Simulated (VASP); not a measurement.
# ZnSe (F-43m) in VASP: further runs, part 2 of 2

VASP 6.6.1.

### Step 5. Relaxation of cell and atoms, PBE

This run uses another cell than the first one, of 19.70 Å³/atom.

File INCAR:

```
PREC     = Accurate       # precision mode
ENCUT    = 600            # plane-wave cutoff, eV
EDIFF    = 1E-6           # SCF threshold, eV
ISMEAR   = -1             # smearing method
SIGMA    = 0.02           # smearing width, eV
LREAL    = F              # projectors in reciprocal space
LASPH    = T              # aspherical terms in the spheres
NELM     = 80             # most SCF steps
ALGO     = Normal         # electronic algorithm
ISIF     = 3              # what is computed and relaxed
LWAVE    = F              # write WAVECAR
LCHARG   = F              # write CHGCAR
GGA      = PE             # functional
IBRION   = 2              # ionic algorithm
NSW      = 80             # ionic steps
EDIFFG   = -0.005         # ionic threshold
```

File KPOINTS:

```
regular mesh
0
Gamma
  8 8 8
```

File POSCAR:

```
ZnSe
1.0
    0.0000000000      2.7008445593      2.7008445593
    2.7008445593      0.0000000000      2.7008445593
    2.7008445593      2.7008445593      0.0000000000
Zn Se
1 1
Direct
    0.0000000000      0.0000000000      0.0000000000
    0.2500000000      0.2500000000      0.2500000000
```

Potentials or basis: VASP PAW PBE potentials, release 64 (Zn, Se).

The run is started by

```
cat potpaw_PBE.64/Zn/POTCAR potpaw_PBE.64/Se/POTCAR > POTCAR
mpirun -np 1 vasp_std > vasp.out
```

OUTCAR:

```text
PREC = Accurate
   ENCUT = 600
   EDIFF = 1E-6
   ISMEAR = -1
   LREAL = F
   LASPH = T
   NELM = 80
   ISIF = 3
   GGA = PE
   IBRION = 2
   NSW = 80
   EDIFFG = -0.005

 ion  position               nearest neighbor table
   1  0.000  0.000  0.000-   2 2.34   2 2.34   2 2.34   2 2.34
   2  0.250  0.250  0.250-   1 2.34   1 2.34   1 2.34   1 2.34

  LATTYP: Found a face centered cubic cell.
 ALAT       =     5.4016891186

  Lattice vectors:

 A1 = (   0.0000000000,   2.7008445593,   2.7008445593)
 A2 = (   2.7008445593,   0.0000000000,   2.7008445593)
 A3 = (   2.7008445593,   2.7008445593,   0.0000000000)

Analysis of symmetry for initial positions (statically):
=====================================================================
 Subroutine PRICEL returns:
 Original cell was already a primitive cell.

 Routine SETGRP: Setting up the symmetry group for a
 face centered cubic supercell.

 Subroutine GETGRP returns: Found 24 space group operations
 (whereof 24 operations were pure point group operations)
 out of a pool of 48 trial point group operations.

The static configuration has the point symmetry T_d .

Analysis of symmetry for dynamics (positions and initial velocities):
=====================================================================
 Subroutine PRICEL returns:
 Original cell was already a primitive cell.

 Routine SETGRP: Setting up the symmetry group for a
 face centered cubic supercell.

 Subroutine GETGRP returns: Found 24 space group operations
 (whereof 24 operations were pure point group operations)
 out of a pool of 48 trial point group operations.

The dynamic configuration has the point symmetry T_d .

 Subroutine INISYM returns: Found 24 space group operations
 (whereof 24 operations are pure point group operations),
 and found     1 'primitive' translations

----------------------------------------------------------------------------------------

[... 133 lines left out ...]
 number of electron      17.9999997 magnetization

 Free energy of the ion-electron system (eV)
  ---------------------------------------------------
  ext. energy  EPLUGINS =         0.00000000
  ---------------------------------------------------
  free energy    TOTEN  =        -5.70870553 eV

  energy without entropy =       -5.70870553  energy(sigma->0) =       -5.70870553

------------------------ aborting loop because EDIFF is reached ----------------------------------------

  FORCE on cell =-STRESS in cart. coord.  units (eV):
  Direction    XX          YY          ZZ          XY          YZ          ZX
  --------------------------------------------------------------------------------------
  -------------------------------------------------------------------------------------
  Total        3.8240790      3.8240790      3.8240790     -0.0000000      0.0000000     -0.0000000
  in kB      155.4922238    155.4922238    155.4922238     -0.0000000      0.0000000     -0.0000000
  external PRESSURE =     155.4922238 kB  Pullay stress =       0.0000000 kB
[... 59 lines left out ...]
--------------------------------------- Ionic step        3  -------------------------------------------

 number of electron      18.0000014 magnetization

 Free energy of the ion-electron system (eV)
  ---------------------------------------------------
  ext. energy  EPLUGINS =         0.00000000
  ---------------------------------------------------
  free energy    TOTEN  =        -6.03149946 eV

  energy without entropy =       -6.03149946  energy(sigma->0) =       -6.03149946

 E-fermi :   1.7031     XC(G=0):  -9.1567

 val. band max:        1.3088314251   @ k =   0.0000   0.0000   0.0000
 cond. band min:       2.4548130863   @ k =   0.0000   0.0000   0.0000
 fundamental gap:      1.1459816613
 Fermi energy:         1.7030716273

 k-point     1 :       0.0000    0.0000    0.0000
  band No.  band energies     occupation
      1     -11.7243      2.00000
      2      -5.1110      2.00000
      3      -5.1110      2.00000
      4      -5.1110      2.00000
      5      -4.7733      2.00000
      6      -4.7733      2.00000
      7       1.3088      2.00000
      8       1.3088      2.00000
      9       1.3088      2.00000
     10       2.4548      0.00000
     11       7.1188      0.00000
     12       7.1188      0.00000
     13       7.1188      0.00000
[... 354 lines left out ...]
  band No.  band energies     occupation
      1     -10.8745      2.00000
      2      -5.0131      2.00000
      3      -4.9812      2.00000
      4      -4.8000      2.00000
      5      -4.7663      2.00000
      6      -4.5806      2.00000
      7      -3.3840      2.00000
      8      -0.9774      2.00000
      9      -0.0669      2.00000
     10       5.4286      0.00000
     11       6.8843      0.00000
     12       8.6241      0.00000
     13       9.8617      0.00000

 [... further k-points ...]

------------------------ aborting loop because EDIFF is reached ----------------------------------------

  FORCE on cell =-STRESS in cart. coord.  units (eV):
  Direction    XX          YY          ZZ          XY          YZ          ZX
  --------------------------------------------------------------------------------------
  -------------------------------------------------------------------------------------
  Total        0.0073545      0.0073545      0.0073545      0.0000000      0.0000000      0.0000000
  in kB        0.2496709      0.2496709      0.2496709      0.0000000      0.0000000      0.0000000
  external PRESSURE =       0.2496709 kB  Pullay stress =       0.0000000 kB
[... 17 lines left out ...]
  FREE ENERGIE OF THE ION-ELECTRON SYSTEM (eV)
  ---------------------------------------------------
  free  energy   TOTEN  =        -6.0314994641 eV

  energy  without entropy=       -6.0314994641  energy(sigma->0) =       -6.03149946

 reached required accuracy - stopping structural energy minimisation
```

OSZICAR:

```text
N       E                     dE             d eps       ncg     rms          rms(c)
DAV:   1     0.925470985125E+02    0.92547E+02   -0.10012E+04   754   0.183E+03
DAV:   2     0.600832521357E-01   -0.92487E+02   -0.88339E+02   809   0.299E+02
DAV:   3    -0.594804572884E+01   -0.60081E+01   -0.59842E+01   914   0.747E+01
[... 27 lines left out ...]
DAV:   5    -0.603169154236E+01    0.50736E-02   -0.87625E-03  1120   0.239E+00    0.146E-01
DAV:   6    -0.603149295155E+01    0.19859E-03   -0.26776E-03   814   0.734E-01    0.510E-02
DAV:   7    -0.603150078480E+01   -0.78333E-05   -0.14301E-04   899   0.972E-02    0.179E-02
DAV:   8    -0.603149920593E+01    0.15789E-05   -0.12272E-05  1041   0.463E-02    0.318E-03
DAV:   9    -0.603149946411E+01   -0.25818E-06   -0.18394E-06   648   0.296E-02
   3 F= -.60314995E+01 E0= -.60314995E+01  d E =-.322794E+00
```

CONTCAR:

```text
ZnSe
   1.00000000000000
    -0.0000000000000000    2.8682822046174783    2.8682822046174783
     2.8682822046174783    0.0000000000000000    2.8682822046174783
     2.8682822046174783    2.8682822046174783   -0.0000000000000000
  Zn              Se
     1     1
Direct
     0.0000000000000000    0.0000000000000000    0.0000000000000000
     0.2500000000000000    0.2500000000000000    0.2500000000000000

  0.00000000E+00  0.00000000E+00  0.00000000E+00
  0.00000000E+00  0.00000000E+00  0.00000000E+00
```

It took 77 s on 1 thread of Intel Xeon 8259CL, shared host; peak memory 0.19 GiB.

Results:

```
Free energy                           : -6.0315 eV
Relaxed volume                        : 23.60 Å³/atom
Relaxed cell                          : a = 4.056 Å, b = 4.056 Å, c = 4.056 Å, α = 60.00°, β = 60.00°, γ = 60.00°
Space group after relaxing (to 0.1 Å) : F-43m (No. 216)
Energy gained by relaxing             : 161.4 meV/atom
Ionic steps                           : 3
Pressure after relaxing               : 0.0 GPa
Band gap on the k mesh                : 1.15 eV
```

Step by step:
| step | energy change (eV) | largest force (eV/Å) | pressure (GPa) | volume (Å³) |
| --- | --- | --- | --- | --- |
| 1 | 0.0000 | 0.0000 | 15.55 | 39.40 |
| 2 | -0.2695 | 0.0000 | -3.87 | 51.34 |
| 3 | -0.3228 | 0.0000 | 0.02 | 47.19 |

Final structure:
```cif
data_structure
_symmetry_space_group_name_H-M 'P 1'
_symmetry_Int_Tables_number 1
_cell_length_a 4.0564
_cell_length_b 4.0564
_cell_length_c 4.0564
_cell_angle_alpha 60.000
_cell_angle_beta 60.000
_cell_angle_gamma 60.000
_cell_volume 47.19
loop_
_atom_site_label
_atom_site_type_symbol
_atom_site_fract_x
_atom_site_fract_y
_atom_site_fract_z
_atom_site_occupancy
Zn1 Zn 0.00000 0.00000 0.00000 1
Se1 Se 0.25000 0.25000 0.25000 1
```

Levels at points of the mesh, in eV from the valence-band top:
```csv
k point,band 7,band 8,band 9,band 10,band 11,band 12
"(0.00, 0.00, 0.00)",0.00,0.00,0.00,1.15,5.81,5.81
"(0.50, 0.00, 0.00)",-5.00,-0.82,-0.82,2.48,6.39,6.39
"(0.50, 0.50, 0.00)",-4.60,-2.06,-2.06,3.06,3.46,10.48
```

Caveat: the volume moved by over 15 % at a fixed basis, so the end points are rough.

### Step 6. Relaxation of cell and atoms, r2SCAN

File POSCAR:

```
ZnSe
1.0
    0.0000000000      2.8661396038      2.8661396038
    2.8661396038      0.0000000000      2.8661396038
    2.8661396038      2.8661396038      0.0000000000
Zn Se
1 1
Direct
    0.0000000000      0.0000000000      0.0000000000
    0.2500000000      0.2500000000      0.2500000000
```

File INCAR.step1:

```
SYSTEM = ZnSe
PREC = Accurate ; ENCUT = 600
ISMEAR = -1 ; SIGMA = 0.02
LREAL = .FALSE. ; LASPH = .TRUE.
NELM = 80 ; GGA = PE
ALGO = Normal ; EDIFF = 1E-4
LWAVE = .TRUE. ; LCHARG = .FALSE.
```

File INCAR.step2:

```
SYSTEM = ZnSe
PREC = Accurate ; ENCUT = 600
EDIFF = 1E-6 ; ISMEAR = -1
SIGMA = 0.02 ; LREAL = .FALSE.
LASPH = .TRUE. ; NELM = 80
ALGO = Normal ; ISIF = 3
LWAVE = .FALSE. ; LCHARG = .FALSE.
METAGGA = R2SCAN ; LMIXTAU = .TRUE.
IBRION = 2 ; NSW = 80
EDIFFG = -0.005 ; ISTART = 1
```

File KPOINTS:

```
Automatic mesh
0
G
  8 8 8
  0 0 0
```

Potentials or basis: VASP PAW PBE potentials, release 64 (Zn, Se).

The run is started by

```
cat potpaw_PBE.64/Zn/POTCAR potpaw_PBE.64/Se/POTCAR > POTCAR
cp INCAR.step1 INCAR
mpirun -np 1 vasp_std > vasp.out
cp INCAR.step2 INCAR
mpirun -np 1 vasp_std > vasp.out
```

OUTCAR:

```text
SYSTEM = ZnSe
   PREC = Accurate
   ENCUT = 600
   EDIFF = 1E-6
   ISMEAR = -1
   LREAL = .FALSE.
   LASPH = .TRUE.
   NELM = 80
   ISIF = 3
   METAGGA = R2SCAN
   IBRION = 2
   NSW = 80
   EDIFFG = -0.005
   ISTART = 1

 ion  position               nearest neighbor table
   1  0.000  0.000  0.000-   2 2.48   2 2.48   2 2.48   2 2.48
   2  0.250  0.250  0.250-   1 2.48   1 2.48   1 2.48   1 2.48

  LATTYP: Found a face centered cubic cell.
 ALAT       =     5.7322792076

  Lattice vectors:

 A1 = (   0.0000000000,   2.8661396038,   2.8661396038)
 A2 = (   2.8661396038,   0.0000000000,   2.8661396038)
 A3 = (   2.8661396038,   2.8661396038,   0.0000000000)

Analysis of symmetry for initial positions (statically):
[... 303 lines left out ...]
      4      -5.3955      2.00000
      5      -4.9875      2.00000
      6      -4.9875      2.00000
      7       1.3008      2.00000
      8       1.3008      2.00000
      9       1.3008      2.00000
     10       3.1699      0.00000
     11       7.6166      0.00000
     12       7.6167      0.00000
     13       7.6167      0.00000
[... 354 lines left out ...]
  band No.  band energies     occupation
      1     -11.4628      2.00000
      2      -5.2803      2.00000
      3      -5.2439      2.00000
      4      -5.0223      2.00000
      5      -4.9814      2.00000
      6      -4.7815      2.00000
      7      -3.6483      2.00000
      8      -1.1288      2.00000
      9      -0.1875      2.00000
     10       6.0324      0.00000
     11       7.2645      0.00000
     12       9.2621      0.00000
     13      10.5380      0.00000

 [... further k-points ...]

------------------------ aborting loop because EDIFF is reached ----------------------------------------

  FORCE on cell =-STRESS in cart. coord.  units (eV):
  Direction    XX          YY          ZZ          XY          YZ          ZX
  --------------------------------------------------------------------------------------
  -------------------------------------------------------------------------------------
  Total        0.0007999      0.0007999      0.0007999      0.0000000     -0.0000000     -0.0000000
  in kB        0.0281678      0.0281678      0.0281678      0.0000000     -0.0000000     -0.0000000
  external PRESSURE =       0.0281678 kB  Pullay stress =       0.0000000 kB
[... 17 lines left out ...]
  FREE ENERGIE OF THE ION-ELECTRON SYSTEM (eV)
  ---------------------------------------------------
  free  energy   TOTEN  =       -24.9114248861 eV

  energy  without entropy=      -24.9114248861  energy(sigma->0) =      -24.91142489

 reached required accuracy - stopping structural energy minimisation
```

Run time: 5.9 min. Hardware: 1 thread of Intel Xeon 8259CL, shared host; peak memory 0.21 GiB.

What came out:

```yaml
Free_energy: -24.9114 eV
Relaxed_volume: 22.75 Å³/atom
Relaxed_cell: a = 4.007 Å, b = 4.007 Å, c = 4.007 Å, α = 60.00°, β = 60.00°, γ = 60.00°
Space_group_after_relaxing_to_0.1_Å: F-43m (No. 216)
Energy_gained_by_relaxing: 5.7 meV/atom
Ionic_steps: 4
Pressure_after_relaxing: 0.0 GPa
Band_gap_on_the_k_mesh: 1.87 eV
```

The path:
| step | energy change (eV) | largest force (eV/Å) | pressure (GPa) | volume (Å³) |
| --- | --- | --- | --- | --- |
| 1 | 0.0000 | 0.0000 | -2.10 | 47.09 |
| 2 | -0.0106 | 0.0000 | 0.70 | 45.02 |
| 3 | -0.0115 | 0.0000 | 0.07 | 45.44 |
| 4 | -0.0115 | 0.0000 | 0.00 | 45.50 |

Final structure:
```xyz
2
Lattice="0.0000 2.8335 2.8335 2.8335 0.0000 2.8335 2.8335 2.8335 0.0000" Properties=species:S:1:pos:R:3 pbc="T T T"
Zn    0.0000    0.0000    0.0000
Se    1.4167    1.4167    1.4167
```

Caveat: the PAW data sets were made with another functional, which shifts forces and pressure a little.

### Step 7. Overview

```csv
task,level,cell,cutoff (eV),smearing,gap on the mesh (eV),pressure (GPa),relaxed volume (Å³/atom)
single point,PBE,"a = 4.053 Å, angles 60.0°, 2 atoms",520,fermi-dirac 0.02 eV,1.15,0.2,-
single point,r2SCAN,"a = 4.006 Å, angles 60.0°, 2 atoms",520,fermi-dirac 0.02 eV,1.87,0.1,-
single point,r2SCAN,"a = 4.006 Å, angles 60.0°, 2 atoms",520,gaussian 0.01 eV,1.87,0.1,-
relaxation of cell and atoms,PBE,"relaxed from a = 3.820 Å, angles 60.0°, 2 atoms",600,fermi-dirac 0.02 eV,1.15,0.0,23.60
relaxation of cell and atoms,r2SCAN,"relaxed from a = 4.053 Å, angles 60.0°, 2 atoms",600,fermi-dirac 0.02 eV,1.87,0.0,22.75
```

Alike in all rows: potentials or basis VASP PAW PBE potentials, release 64 (Zn, Se); no spin polarisation; k mesh 8 × 8 × 8.

Caveats: the PAW data sets were made with another functional, which shifts forces and pressure a little (at least some runs); the volume moved by over 15 % at a fixed basis, so the end points are rough (at least some runs).

Absolute energies hang on the potentials; compare differences alone.
